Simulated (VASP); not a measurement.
# Hf (P1) in VASP: single point with PBE

Aim: the single point of Hf with PBE.

Program: VASP 6.6.1. These are calculated values, not measurements. Logs are shortened: lines on timing, memory, paths and dates and some standing lists are left out, and cuts for length are marked.

**1. The cell of the first run**

The typed cell holds 4 atoms: a = 6.393 Å, b = 3.197 Å, c = 5.058 Å, α = 90.00°, β = 90.00°, γ = 120.00°.

**2. Single point, PBE**

INCAR

```
ALGO = Normal
EDIFF = 1E-6
ENCUT = 520
GGA = PE
ISIF = 2
ISMEAR = -1
LASPH = True
LCHARG = True
LELF = True
LREAL = False
LVHAR = True
LWAVE = False
NBANDS = 28
NELM = 60
PREC = Accurate
SIGMA = 0.08
```

KPOINTS

```
k-points
0
Gamma
  4 7 4
```

POSCAR

```
Hf
1.0
    6.3934000000      0.0000000000      0.0000000000
   -1.5983500000      2.7684234083      0.0000000000
    0.0000000000      0.0000000000      5.0578000000
Hf
4
Direct
    0.1673887118      0.6470397536      0.2496277037
    0.6847426507      0.6907646404      0.2458600577
    0.3323511158      0.3405071627      0.7562997746
    0.8155175383      0.3216885095      0.7482122662
```

Potentials or basis: VASP PAW PBE potentials, release 64 (Hf_pv).

On the command line:

```bash
cat potpaw_PBE.64/Hf_pv/POTCAR > POTCAR
mpirun -np 1 vasp_std > vasp.out
```

OUTCAR:

```text
EDIFF = 1E-6
   ENCUT = 520
   GGA = PE
   ISIF = 2
   ISMEAR = -1
   LASPH = True
   LREAL = False
   NELM = 60
   PREC = Accurate

 ion  position               nearest neighbor table
   1  0.167  0.647  0.250-   3 3.05   2 3.07   3 3.11   3 3.15   2 3.16   4 3.19   4 3.20   3 3.20
                             2 3.24   2 3.32
   2  0.685  0.691  0.246-   4 3.07   4 3.07   1 3.07   4 3.09   4 3.09   3 3.15   1 3.16   3 3.24
                             1 3.24   1 3.32
   3  0.332  0.341  0.756-   1 3.05   1 3.11   4 3.11   4 3.12   1 3.15   2 3.15   1 3.20   2 3.24
                             4 3.27   4 3.28
   4  0.816  0.322  0.748-   2 3.07   2 3.07   2 3.09   2 3.09   3 3.11   3 3.12   1 3.19   1 3.20
                             3 3.27   3 3.28

  Warning from LATTYP: Monoclinic adjustment (A1->A3, A2->A1, A3->A2)!
  LATTYP: Found a simple orthorhombic cell.
 ALAT       =     3.1967000000
 B/A-ratio  =     1.5821941377
 C/A-ratio  =     1.7320508076

  Lattice vectors:

 A1 = (  -1.5983500000,   2.7684234083,   0.0000000000)
 A2 = (   0.0000000000,   0.0000000000,   5.0578000000)
 A3 = (   4.7950500000,   2.7684234083,   0.0000000000)

Analysis of symmetry for initial positions (statically):
=====================================================================
 Subroutine PRICEL returns:
 Original cell was already a primitive cell.

 Routine SETGRP: Setting up the symmetry group for a
 simple orthorhombic supercell.

 Subroutine GETGRP returns: Found  1 space group operations
 (whereof  1 operations were pure point group operations)
 out of a pool of  8 trial point group operations.

The static configuration has the point symmetry C_1 .

Analysis of symmetry for dynamics (positions and initial velocities):
=====================================================================
 Subroutine PRICEL returns:
 Original cell was already a primitive cell.

 Routine SETGRP: Setting up the symmetry group for a
 simple orthorhombic supercell.

 Subroutine GETGRP returns: Found  1 space group operations
 (whereof  1 operations were pure point group operations)
 out of a pool of  8 trial point group operations.

The dynamic configuration has the point symmetry C_1 .

 Subroutine INISYM returns: Found  1 space group operations
 (whereof  1 operations are pure point group operations),
 and found     1 'primitive' translations

----------------------------------------------------------------------------------------

                                     Primitive cell

  volume of cell :      89.5212

  direct lattice vectors                    reciprocal lattice vectors
     6.393400000  0.000000000  0.000000000     0.156411299  0.090304106  0.000000000
    -1.598350000  2.768423408  0.000000000     0.000000000  0.361216423  0.000000000
     0.000000000  0.000000000  5.057800000     0.000000000  0.000000000  0.197714421

  length of vectors
     6.393400000  3.196700000  5.057800000     0.180608211  0.361216423  0.197714421

  position of ions in fractional coordinates (direct lattice)
     0.167388712  0.647039754  0.249627704
     0.684742651  0.690764640  0.245860058
     0.332351116  0.340507163  0.756299775
     0.815517538  0.321688509  0.748212266

  ion indices of the primitive-cell ions
   primitive index   ion index
                 1           1
                 2           2
                 3           3
                 4           4

----------------------------------------------------------------------------------------

 KPOINTS: k-points

Automatic generation of k-mesh.
 Grid dimensions read from file:
 generate k-points for:    4    7    4

 Generating k-lattice:

  Cartesian coordinates                     Fractional coordinates (reciprocal lattice)
     0.039102825  0.022576026  0.000000000     0.250000000 -0.000000000  0.000000000
     0.000000000  0.051602346  0.000000000     0.000000000  0.142857143  0.000000000
     0.000000000  0.000000000  0.049428605     0.000000000  0.000000000  0.250000000

  Length of vectors
     0.045152053  0.051602346  0.049428605

  Shift w.r.t. Gamma in fractional coordinates (k-lattice)
     0.000000000  0.000000000  0.000000000

 -----------------------------------------------------------------------------
|                                                                             |
|           W    W    AA    RRRRR   N    N  II  N    N   GGGG   !!!           |
|           W    W   A  A   R    R  NN   N  II  NN   N  G    G  !!!           |
|           W    W  A    A  R    R  N N  N  II  N N  N  G       !!!           |
|           W WW W  AAAAAA  RRRRR   N  N N  II  N  N N  G  GGG   !            |
|           WW  WW  A    A  R   R   N   NN  II  N   NN  G    G                |
|           W    W  A    A  R    R  N    N  II  N    N   GGGG   !!!           |
|                                                                             |
|     Your reciprocal lattice and k-lattice belong to different lattice       |
|     classes:                                                                |
|                                                                             |
|        The reciprocal lattice is simple orthorhombic,                       |
|        whereas your k-lattice is simple monoclinic.                         |
|                                                                             |
|     Results are often still useful ...                                      |
|                                                                             |
 -----------------------------------------------------------------------------

 WARNING: IBZKPT: internal override: KBLOWUP is changed to .FALSE.
      ... skipping the blow-up phase ...

 Subroutine IBZKPT returns following result:
 ===========================================

 Found     58 irreducible k-points:

 Following reciprocal coordinates:
            Coordinates               Weight
  0.000000  0.000000  0.000000      1.000000
  0.250000  0.000000  0.000000      2.000000
  0.500000  0.000000  0.000000      1.000000
  0.000000  0.142857  0.000000      2.000000
  0.250000  0.142857  0.000000      2.000000
  0.500000  0.142857  0.000000      2.000000
[... 16 lines left out ...]
 -0.250000  0.142857  0.250000      2.000000
  0.000000  0.285714  0.250000      2.000000
 [... further k-points ...]
   k-points           NKPTS =     58   k-points in BZ     NKDIM =     58   number of bands    NBANDS=     28
   number of dos      NEDOS =    301   number of ions     NIONS =      4
   total plane-waves  NPLWV =  46080
   dimension x,y,z NGX =    48 NGY =   24 NGZ =   40
   dimension x,y,z NGXF=    96 NGYF=   48 NGZF=   80
   ions per type =               4
   NGX,Y,Z   is equivalent  to a cutoff of  12.48, 12.48, 13.15 a.u.
   NGXF,Y,Z  is equivalent  to a cutoff of  24.96, 24.96, 26.30 a.u.
 SYSTEM =  unknown system
   PREC   = accura    normal or accurate (medium, high low for compatibility)
   ISTART =      0    job   : 0-new  1-cont  2-samecut
   ICHARG =      2    charge: 1-file 2-atom 10-const
   ISPIN  =      1    spin polarized calculation?
   LNONCOLLINEAR =      F non collinear calculations
   LSORBIT =      F    spin-orbit coupling
   LASPH  =      T    aspherical Exc in radial PAW
   ENCUT  =  520.0 eV  38.22 Ry    6.18 a.u.  11.89  5.94  9.40*2*pi/ulx,y,z
   NELM   =     60;   NELMIN=  2; NELMDL= -5     # of ELM steps
   EDIFF  = 0.1E-05   stopping-criterion for ELM
   LREAL  =      F    real-space projection
   EDIFFG = 0.1E-04   stopping-criterion for IOM
   NSW    =      0    number of steps for IOM
   IBRION =     -1    ionic relax: 0-MD 1-quasi-New 2-CG
   NFREE  =      0    steps in history (QN), initial steepest desc. (CG)
   ISIF   =      2    stress and relaxation
   ISYM   =      2    0-nonsym 1-usesym 2-fastsym
   POTIM  = 0.5000    time-step for ionic-motion
   TEBEG  =    0.0;   TEEND  =   0.0 temperature during run
   PSTRESS=    0.0 pullay stress
   NELECT =      40.0000    total number of electrons
   NUPDOWN=      -1.0000    fix difference up-down
   EMIN   =  10.00;   EMAX   =-10.00  energy-range for DOS
   EFERMI =   0.00;   METHOD = LEGACY
   ISMEAR =    -1;   SIGMA  =   0.08  broadening in eV -4-tet -1-fermi 0-gaus
   EFERMI_NEDOS =   21; number of points for ismear=-14 and -15
   IALGO  =     38    algorithm
   IMIX   =      4    mixing-type and parameters
     AMIX     =   0.40;   BMIX     =  1.00
     AMIX_MAG =   1.60;   BMIX_MAG =  1.00
  volume/ion in A,a.u.               =      22.38       151.03
  Fermi-wavevector in a.u.,A,eV,Ry     =   1.251563  2.365112 21.312311  1.566411
  Thomas-Fermi vector in A             =   2.385505
   LORBIT       =      0    0 simple, 1 ext, 2 COOP (PROOUT), +10 PAW based schemes
   GGA     = PE    functional components
   LHFCALC =     F    Hartree Fock is set to
   AEXX    =    0.0000 exact exchange contribution
   IVDW    =     0    specifies the selected vdW correction
   LEPSILON=     F    determine dielectric tensor
   LRPA    =     F    only Hartree local field effects (RPA)
 non-spin polarized calculation
  energy-cutoff  :      520.00
  volume of cell :       89.52
 maximum number of plane-waves:      2433
   NGX = 23   NGY = 11   NGZ = 19

 number of electron      40.0000001 magnetization

 Free energy of the ion-electron system (eV)
  ---------------------------------------------------
  ext. energy  EPLUGINS =         0.00000000
  ---------------------------------------------------
  free energy    TOTEN  =       -39.65530979 eV

  energy without entropy =      -39.58445982  energy(sigma->0) =      -39.61988481

 E-fermi :   4.8970     XC(G=0): -11.2777

 val. band max:        4.8726057320   @ k =  -0.2500   0.4286   0.5000
 cond. band min:       4.9212749267   @ k =   0.2500   0.0000   0.0000
 fundamental gap:      0.0486691946
 Fermi energy:         4.8969992381

 k-point     1 :       0.0000    0.0000    0.0000
  band No.  band energies     occupation
      1     -26.1560      2.00000
      2     -25.9984      2.00000
      3     -25.8577      2.00000
      4     -25.8290      2.00000
      5     -25.6032      2.00000
      6     -25.4587      2.00000
[... 20 lines left out ...]
     27       7.0486      0.00000
     28       7.3299      0.00000

 k-point     2 :       0.2500    0.0000    0.0000
  band No.  band energies     occupation
      1     -26.1193      2.00000
      2     -25.9180      2.00000
      3     -25.9057      2.00000
      4     -25.7727      2.00000
      5     -25.5814      2.00000
      6     -25.4739      2.00000
[... 20 lines left out ...]
     27       7.0123      0.00000
     28       7.4690      0.00000

 k-point     3 :       0.5000    0.0000    0.0000
  band No.  band energies     occupation
      1     -26.0233      2.00000
      2     -26.0215      2.00000
      3     -25.7686      2.00000
      4     -25.6779      2.00000
      5     -25.5837      2.00000
      6     -25.5439      2.00000
[... 20 lines left out ...]
     27       7.5118      0.00000
     28       7.7593      0.00000

 k-point     4 :       0.0000    0.1429    0.0000
  band No.  band energies     occupation
      1     -26.1041      2.00000
      2     -25.9422      2.00000
      3     -25.8358      2.00000
      4     -25.7981      2.00000
      5     -25.6458      2.00000
      6     -25.5293      2.00000
[... 578 lines left out ...]
     27       7.4129      0.00000
     28       8.1268      0.00000

 k-point    23 :      -0.2500    0.1429    0.2500
  band No.  band energies     occupation
      1     -26.0194      2.00000
      2     -26.0008      2.00000
      3     -25.8958      2.00000
      4     -25.7220      2.00000
      5     -25.6094      2.00000
      6     -25.5318      2.00000
[... 20 lines left out ...]
     27       6.8867      0.00000
     28       8.1446      0.00000

 k-point    24 :       0.0000    0.2857    0.2500
  band No.  band energies     occupation
      1     -25.9736      2.00000
      2     -25.9534      2.00000
      3     -25.9097      2.00000
      4     -25.7570      2.00000
      5     -25.7033      2.00000
      6     -25.6402      2.00000
[... 20 lines left out ...]
     27       8.0810      0.00000
     28       8.6916      0.00000

 [... further k-points ...]

------------------------ aborting loop because EDIFF is reached ----------------------------------------

  FORCE on cell =-STRESS in cart. coord.  units (eV):
  Direction    XX          YY          ZZ          XY          YZ          ZX
  --------------------------------------------------------------------------------------
  -------------------------------------------------------------------------------------
  Total        0.2210350      0.3120104      0.3864276     -0.5756379      0.0024469     -0.0574128
  in kB        3.9559034      5.5841057      6.9159628    -10.3022941      0.0437925     -1.0275273
  external PRESSURE =       5.4853240 kB  Pullay stress =       0.0000000 kB

 VOLUME and BASIS-vectors are now :
 -----------------------------------------------------------------------------
  energy-cutoff  :      520.00
  volume of cell :       89.52
      direct lattice vectors                 reciprocal lattice vectors
     6.393400000  0.000000000  0.000000000     0.156411299  0.090304106  0.000000000
    -1.598350000  2.768423408  0.000000000     0.000000000  0.361216423  0.000000000
     0.000000000  0.000000000  5.057800000     0.000000000  0.000000000  0.197714421

 POSITION                                       TOTAL-FORCE (eV/Angst)
 -----------------------------------------------------------------------------------
      0.03599      1.79128      1.26257         0.101548      0.490678      0.081516
      3.27375      1.91233      1.24351        -0.492620     -0.543266      0.078022
      1.58060      0.94267      3.82521        -0.158313     -0.389756     -0.156953
      4.69976      0.89057      3.78431         0.549385      0.442344     -0.002586
 -----------------------------------------------------------------------------------
    total drift:                                0.000102     -0.000230      0.000022

  FREE ENERGIE OF THE ION-ELECTRON SYSTEM (eV)
  ---------------------------------------------------
  free  energy   TOTEN  =       -39.6553097890 eV

  energy  without entropy=      -39.5844598227  energy(sigma->0) =      -39.61988481
```

Run time: 79 s. Hardware: 1 thread of Intel Xeon Platinum 8488C (Sapphire Rapids), shared host; peak memory 0.26 GiB.

What came out:

| Property | Result |
| --- | --- |
| Free energy | -39.6553 eV |
| Pressure | 0.5 GPa |
| Largest force | 0.737 eV/Å |
| Band gap on the k mesh | zero (band 20 reaches 5.85 eV, above the bottom of band 21 at 4.59 eV) |

Forces on the atoms (eV/Å):
```
Hf   0.102  0.491  0.082
Hf  -0.493 -0.543  0.078
Hf  -0.158 -0.390 -0.157
Hf   0.549  0.442 -0.003
```

Levels at points of the mesh, in eV from the Fermi level:
| k point | band 17 | band 18 | band 19 | band 20 | band 21 | band 22 | band 23 | band 24 |
| --- | --- | --- | --- | --- | --- | --- | --- | --- |
| (0.00, 0.00, 0.00) | -2.38 | -0.73 | 0.66 | 0.74 | 1.11 | 1.22 | 1.32 | 1.36 |
| (0.50, 0.00, 0.00) | -1.28 | -1.03 | -0.75 | -0.19 | 0.64 | 1.10 | 1.28 | 1.45 |
| (0.00, 0.00, 0.50) | -1.08 | -1.02 | 0.06 | 0.25 | 1.02 | 1.04 | 1.14 | 1.15 |
| (0.50, 0.00, 0.50) | -0.86 | -0.83 | -0.59 | -0.48 | 0.41 | 0.46 | 0.82 | 0.84 |

Caveat: spin-orbit coupling is left out, which moves the levels of the heavy elements.
